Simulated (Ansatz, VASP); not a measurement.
**Two plane-wave programs on Rh**

```
Rh
1.0
     2.88828    0.00000    0.00000
    -1.44414    2.50132    0.00000
     0.00000    0.00000    4.64793
Rh
2
Cartesian
  1.4441 0.8338 3.4859
  0.0000 1.6675 1.1620
```

Change from the starting cell: equal strain along all axes, cell held, atoms relaxed: +6.0 %.

Alike in both runs: task single point; functional PBE; k mesh 18 × 18 × 10; occupations gaussian, width 0.1 eV; no spin polarisation.

|  | VASP | Ansatz |
| --- | --- | --- |
| version | VASP 6.6.1 | Ansatz 0.2.0 |
| potentials or method | VASP PAW PBE potentials, release 64 (Rh_pv), cutoff 520 eV | scalar-relativistic, plane waves, PAW |
| valence electrons in the cell | 30 | 34 |

```tsv
	VASP	Ansatz	Ansatz less VASP
gap on the k mesh at the Fermi level (eV)	none	none	-
pressure (GPa)	-28.1	-28.1	+0.04
traceless stress, the component that is largest in VASP (GPa)	-0.57	-0.59	-0.013
```

A gap of «none» marks a metal or a gap that the smearing closes. Both programs put the cell under strong tension, so it lies far from rest at this level. VASP's potentials hold 30 valence electrons a cell and Ansatz's 34, so a difference there can come from the potentials and not from the codes.
